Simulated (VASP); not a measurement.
# Cr (P6_3/mmc) in VASP: a series of runs, part 2 of 2

VASP 6.6.1. Earlier steps stand in the parts before.

### 3 Density of states, PBE (volume scaled by 0.45)

POSCAR

```
Cr
1.0
    1.9810878758      0.0000000000      0.0000000000
   -0.9905439379      1.7156724276      0.0000000000
    0.0000000000      0.0000000000      3.1583903681
Cr
2
Direct
    0.3333333333      0.6666666667      0.2500000000
    0.6666666667      0.3333333333      0.7500000000
```

INCAR.step1

```
ALGO = Normal
EDIFF = 1E-6
ENCUT = 520
GGA = PE
GGA_COMPAT = F
ISIF = 2
ISMEAR = -1
LASPH = T
LCHARG = T
LMAXMIX = 4
LORBIT = 11
LREAL = F
LWAVE = F
NBANDS = 21
NEDOS = 2001
NELM = 120
PREC = Accurate
SIGMA = 0.1
```

KPOINTS.step1

```
k-points
0
Gamma
  17 17 9
```

INCAR.step2

```
ALGO = Normal
EDIFF = 1E-6
ENCUT = 520
GGA = PE
GGA_COMPAT = F
ICHARG = 11
ISIF = 2
ISMEAR = -5
LASPH = T
LCHARG = F
LMAXMIX = 4
LORBIT = 11
LREAL = F
LWAVE = F
NEDOS = 1001
NELM = 120
PREC = Accurate
SIGMA = 0.1
```

KPOINTS.step2

```
k-points
0
Gamma
  26 26 14
```

Potentials or basis: VASP PAW PBE potentials, release 64 (Cr_sv).

Launch:

```bash
> cat potpaw_PBE.64/Cr_sv/POTCAR > POTCAR
> cp INCAR.step1 INCAR
> cp KPOINTS.step1 KPOINTS
> mpirun -np 1 vasp_std > vasp.out
> cp INCAR.step2 INCAR
> cp KPOINTS.step2 KPOINTS
> mpirun -np 1 vasp_std > vasp.out
```

OUTCAR:

```text
EDIFF = 1E-6
   ENCUT = 520
   GGA = PE
   ICHARG = 11
   ISIF = 2
   ISMEAR = -5
   LASPH = T
   LORBIT = 11
   LREAL = F
   NELM = 120
   PREC = Accurate

 ion  position               nearest neighbor table
   1  0.333  0.667  0.250-   2 1.95   2 1.95   2 1.95   2 1.95   2 1.95   2 1.95   2 2.78   2 2.78
                             2 2.78   2 2.78   2 2.78   2 2.78
   2  0.667  0.333  0.750-   1 1.95   1 1.95   1 1.95   1 1.95   1 1.95   1 1.95   1 2.78   1 2.78
                             1 2.78   1 2.78   1 2.78   1 2.78

  LATTYP: Found a hexagonal cell.
 ALAT       =     1.9810878758
 C/A-ratio  =     1.5942707069

  Lattice vectors:

 A1 = (   1.9810878758,   0.0000000000,   0.0000000000)
 A2 = (  -0.9905439379,   1.7156724276,   0.0000000000)
 A3 = (   0.0000000000,   0.0000000000,   3.1583903681)

Analysis of symmetry for initial positions (statically):
=====================================================================
 Subroutine PRICEL returns:
 Original cell was already a primitive cell.

 Routine SETGRP: Setting up the symmetry group for a
 hexagonal supercell.

 Subroutine GETGRP returns: Found 24 space group operations
 (whereof 12 operations were pure point group operations)
 out of a pool of 24 trial point group operations.

The static configuration has the point symmetry D_3d.
 The point group associated with its full space group is D_6h.

Analysis of symmetry for dynamics (positions and initial velocities):
=====================================================================
 Subroutine PRICEL returns:
 Original cell was already a primitive cell.

 Routine SETGRP: Setting up the symmetry group for a
 hexagonal supercell.

 Subroutine GETGRP returns: Found 24 space group operations
 (whereof 12 operations were pure point group operations)
 out of a pool of 24 trial point group operations.

The dynamic configuration has the point symmetry D_3d.
 The point group associated with its full space group is D_6h.

 Subroutine INISYM returns: Found 24 space group operations
 (whereof 12 operations are pure point group operations),
 and found     1 'primitive' translations

----------------------------------------------------------------------------------------

                                     Primitive cell

  volume of cell :      10.7350

  direct lattice vectors                    reciprocal lattice vectors
     1.981087876  0.000000000  0.000000000     0.504773166  0.291430924  0.000000000
    -0.990543938  1.715672428  0.000000000     0.000000000  0.582861847  0.000000000
     0.000000000  0.000000000  3.158390368     0.000000000  0.000000000  0.316616974

  length of vectors
     1.981087876  1.981087876  3.158390368     0.582861847  0.582861847  0.316616974

  position of ions in fractional coordinates (direct lattice)
     0.333333333  0.666666667  0.250000000
     0.666666667  0.333333333  0.750000000

  ion indices of the primitive-cell ions
   primitive index   ion index
                 1           1
                 2           2

----------------------------------------------------------------------------------------

 KPOINTS: k-points

Automatic generation of k-mesh.
[... 28 lines left out ...]
  0.115385  0.000000  0.000000      6.000000
  0.153846  0.000000  0.000000      6.000000
  0.192308  0.000000  0.000000      6.000000
[... 16 lines left out ...]
  0.346154  0.038462  0.000000     12.000000
  0.384615  0.038462  0.000000     12.000000
 [... further k-points ...]
   k-points           NKPTS =    560   k-points in BZ     NKDIM =    560   number of bands    NBANDS=     18
   number of dos      NEDOS =   1001   number of ions     NIONS =      2
   total plane-waves  NPLWV =   6144
   dimension x,y,z NGX =    16 NGY =   16 NGZ =   24
   dimension x,y,z NGXF=    32 NGYF=   32 NGZF=   48
   ions per type =               2
   NGX,Y,Z   is equivalent  to a cutoff of  13.43, 13.43, 12.63 a.u.
   NGXF,Y,Z  is equivalent  to a cutoff of  26.85, 26.85, 25.27 a.u.
 SYSTEM =  unknown system
   PREC   = accura    normal or accurate (medium, high low for compatibility)
   ISTART =      0    job   : 0-new  1-cont  2-samecut
   ICHARG =     11    charge: 1-file 2-atom 10-const
   ISPIN  =      1    spin polarized calculation?
   LNONCOLLINEAR =      F non collinear calculations
   LSORBIT =      F    spin-orbit coupling
   LASPH  =      T    aspherical Exc in radial PAW
   ENCUT  =  520.0 eV  38.22 Ry    6.18 a.u.   3.68  3.68  5.87*2*pi/ulx,y,z
   NELM   =    120;   NELMIN=  2; NELMDL=  0     # of ELM steps
   EDIFF  = 0.1E-05   stopping-criterion for ELM
   LREAL  =      F    real-space projection
   EDIFFG = 0.1E-04   stopping-criterion for IOM
   NSW    =      0    number of steps for IOM
   IBRION =     -1    ionic relax: 0-MD 1-quasi-New 2-CG
   NFREE  =      0    steps in history (QN), initial steepest desc. (CG)
   ISIF   =      2    stress and relaxation
   ISYM   =      2    0-nonsym 1-usesym 2-fastsym
   POTIM  = 0.5000    time-step for ionic-motion
   TEBEG  =    0.0;   TEEND  =   0.0 temperature during run
   PSTRESS=    0.0 pullay stress
   NELECT =      28.0000    total number of electrons
   NUPDOWN=      -1.0000    fix difference up-down
   EMIN   =  10.00;   EMAX   =-10.00  energy-range for DOS
   EFERMI =   0.00;   METHOD = LEGACY
   ISMEAR =    -5;   SIGMA  =   0.10  broadening in eV -4-tet -1-fermi 0-gaus
   EFERMI_NEDOS =   21; number of points for ismear=-14 and -15
   IALGO  =     38    algorithm
   IMIX   =      4    mixing-type and parameters
     AMIX     =   0.40;   BMIX     =  1.00
     AMIX_MAG =   1.60;   BMIX_MAG =  1.00
  volume/ion in A,a.u.               =       5.37        36.22
  Fermi-wavevector in a.u.,A,eV,Ry     =   2.253510  4.258517 69.094580  5.078308
  Thomas-Fermi vector in A             =   3.200985
   LORBIT       =     11    0 simple, 1 ext, 2 COOP (PROOUT), +10 PAW based schemes
   GGA     = PE    functional components
   LHFCALC =     F    Hartree Fock is set to
   AEXX    =    0.0000 exact exchange contribution
   IVDW    =     0    specifies the selected vdW correction
   LEPSILON=     F    determine dielectric tensor
   LRPA    =     F    only Hartree local field effects (RPA)
 non-spin polarized calculation
 Fermi weights with tetrahedron method with Bloechl corrections
  energy-cutoff  :      520.00
  volume of cell :       10.74
 maximum number of plane-waves:       304
 NGX is ok and might be reduce to    16

 number of electron      27.9999991 magnetization

 Free energy of the ion-electron system (eV)
  ---------------------------------------------------
  ext. energy  EPLUGINS =         0.00000000
  ---------------------------------------------------
  free energy    TOTEN  =        -0.14997990 eV

  energy without entropy =       -0.14997990  energy(sigma->0) =       -0.14997990

 E-fermi :  32.0986     XC(G=0): -18.8217

 val. band max:       32.3007019195   @ k =   0.0000   0.0000   0.5000
 cond. band min:      31.8964533791   @ k =   0.3462   0.1154   0.5000
 fundamental gap:     -0.4042485404
 Fermi energy:        32.0985882786

 k-point     1 :       0.0000    0.0000    0.0000
  band No.  band energies     occupation
      1     -42.5245      2.00000
      2     -39.5157      2.00000
      3     -16.1739      2.00000
      4      -9.3479      2.00000
      5      -9.3479      2.00000
      6      -8.3686      2.00000
[... 481 lines left out ...]
      5     -13.2166      2.00000
      6     -10.9606      2.00000
[... 10 lines left out ...]
     17      37.7980      0.00000
     18      38.8124      0.00000

 [... further k-points ...]

------------------------ aborting loop because EDIFF is reached ----------------------------------------

  FORCE on cell =-STRESS in cart. coord.  units (eV):
  Direction    XX          YY          ZZ          XY          YZ          ZX
  --------------------------------------------------------------------------------------
  -------------------------------------------------------------------------------------
  Total       55.3784639     55.3784639     55.2855727      0.0000000      0.0000000      0.0000000
  in kB     8265.0896610   8265.0896612   8251.2258894      0.0000000      0.0000000      0.0000000
  external PRESSURE =    8260.4684039 kB  Pullay stress =       0.0000000 kB

 VOLUME and BASIS-vectors are now :
 -----------------------------------------------------------------------------
  energy-cutoff  :      520.00
  volume of cell :       10.74
      direct lattice vectors                 reciprocal lattice vectors
     1.981087876  0.000000000  0.000000000     0.504773166  0.291430924  0.000000000
    -0.990543938  1.715672428  0.000000000     0.000000000  0.582861847  0.000000000
     0.000000000  0.000000000  3.158390368     0.000000000  0.000000000  0.316616974

 POSITION                                       TOTAL-FORCE (eV/Angst)
 -----------------------------------------------------------------------------------
     -0.00000      1.14378      0.78960        -0.000000     -0.000000      0.000000
      0.99054      0.57189      2.36879         0.000000      0.000000      0.000000
 -----------------------------------------------------------------------------------
    total drift:                               -0.000000      0.000000     -0.000000

  FREE ENERGIE OF THE ION-ELECTRON SYSTEM (eV)
  ---------------------------------------------------
  free  energy   TOTEN  =        -0.1499798984 eV

  energy  without entropy=       -0.1499798984  energy(sigma->0) =       -0.14997990

 total charge

# of ion       s       p       d       tot
------------------------------------------
    1        2.380   6.129   4.959  13.468
    2        2.380   6.129   4.959  13.468
--------------------------------------------------
tot          4.759  12.259   9.917  26.936
```

It took 78 s on 1 thread of Intel Xeon Platinum 8488C (Sapphire Rapids), shared host; peak memory 0.22 GiB.

What came out:

- Valence electrons inside the program's atomic spheres: Cr 13.47

Caveat: the run has no spin polarisation, though such a crystal can be magnetic; tetrahedron occupations give inexact forces and stress in metals.
